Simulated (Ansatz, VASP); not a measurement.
# One calculation of NaF, two programs

```
Na F
1.0
     0.00000    3.16808    5.74732
     1.65178    0.00000    5.74732
     1.65178    3.16808    0.00000
Na F
2 2
Direct
  0.18364 0.18364 0.81636
  0.43364 0.43364 0.06636
  0.81636 0.81636 0.18364
  0.06636 0.06636 0.43364
```

Alike in both runs: functional PBE; k mesh 8 × 8 × 8; no spin polarisation.

Ansatz relaxed the structure, and its values are those at the end. VASP's run is a single point on that final structure, the one shown.

|  | VASP | Ansatz |
| --- | --- | --- |
| version | VASP 6.6.1 | Ansatz 0.2.0 |
| potentials or method | VASP PAW PBE potentials, release 64 (Na_pv, F), cutoff 600 eV | scalar-relativistic, plane waves, PAW |
| occupations | gaussian, width 0.01 eV | fixed |
| valence electrons in the cell | 28 | 32 |

Ansatz gave:

```
gap on the k mesh at the Fermi level (eV) : 5.38
least direct gap on the mesh (eV)         : 5.38
pressure (GPa)                            : 0.0
```

Task: What did VASP give for the same quantities?

Result: gap on the k mesh at the Fermi level (eV): 5.37; least direct gap on the mesh (eV): 5.37; pressure (GPa): -0.1.

VASP's potentials hold 28 valence electrons a cell and Ansatz's 32, so a difference there can come from the potentials and not from the codes.
